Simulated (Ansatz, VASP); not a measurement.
One calculation of SnTe, two programs

The input INCAR:

```
PREC     = Accurate       # precision mode
ENCUT    = 520            # plane-wave cutoff, eV
EDIFF    = 1E-7           # SCF threshold, eV
ISMEAR   = 0              # smearing method
SIGMA    = 0.03           # smearing width, eV
LREAL    = F              # projectors in reciprocal space
LASPH    = T              # aspherical terms in the spheres
NELM     = 60             # most SCF steps
ALGO     = Normal         # electronic algorithm
ISIF     = 2              # what is computed and relaxed
LWAVE    = F              # write WAVECAR
LCHARG   = F              # write CHGCAR
GGA      = PE             # functional
NBANDS   = 17             # bands
```

KPOINTS

```
regular mesh
0
Gamma
  10 10 10
```

Contents of POSCAR:

```
SnTe
1.0
    0.0000000000      2.9039800000      3.0302400000
    2.9039800000      0.0000000000      3.0302400000
    2.9039800000      2.9039800000      0.0000000000
Sn Te
1 1
Direct
    0.0000000000      0.0000000000      0.0000000000
    0.5000000000      0.5000000000      0.5000000000
```

Input for Ansatz:

```yaml
crystal:
  lattice:
    - [0.0, 2.90398, 3.03024]
    - [2.90398, 0.0, 3.03024]
    - [2.90398, 2.90398, 0.0]
  atoms:
    - { symbol: Sn, position: [0.0, 0.0, 0.0] }
    - { symbol: Te, position: [0.5, 0.5, 0.5] }
basis:
  ecutwfc: 420
kpoints:
  mp_grid: { grid: [10, 10, 10] }
hamiltonian:
  xc: pbe
scf:
  occupations: { method: gaussian, width: 0.03 }
output:
  forces: true
  stress: true
  eigenvalues: true
```

Change from the starting cell: strain -0.080 along x and y, -0.040 along z, atoms carried along.

Alike in both runs: task single point; functional PBE; k mesh 10 × 10 × 10; occupations gaussian, width 0.03 eV; no spin polarisation.

```csv
,VASP,Ansatz
version,VASP 6.6.1,Ansatz 0.2.0
potentials or method,"VASP PAW PBE potentials, release 64 (Sn_d, Te), cutoff 520 eV","scalar-relativistic, plane waves, PAW"
valence electrons in the cell,20,30
```

|  | VASP | Ansatz | Ansatz less VASP |
| --- | --- | --- | --- |
| gap on the k mesh at the Fermi level (eV) | none | none | - |
| pressure (GPa) | 18.2 | 18.1 | -0.01 |
| traceless stress, the component that is largest in VASP (GPa) | -6.70 | -6.70 | 0.000 |

A gap of «none» marks a metal or a gap that the smearing closes. With one functional, cell and mesh, what is left measures potentials, basis and numerics. VASP's potentials hold 20 valence electrons a cell and Ansatz's 30, so a difference there can come from the potentials and not from the codes.

Spin-orbit coupling is off throughout.
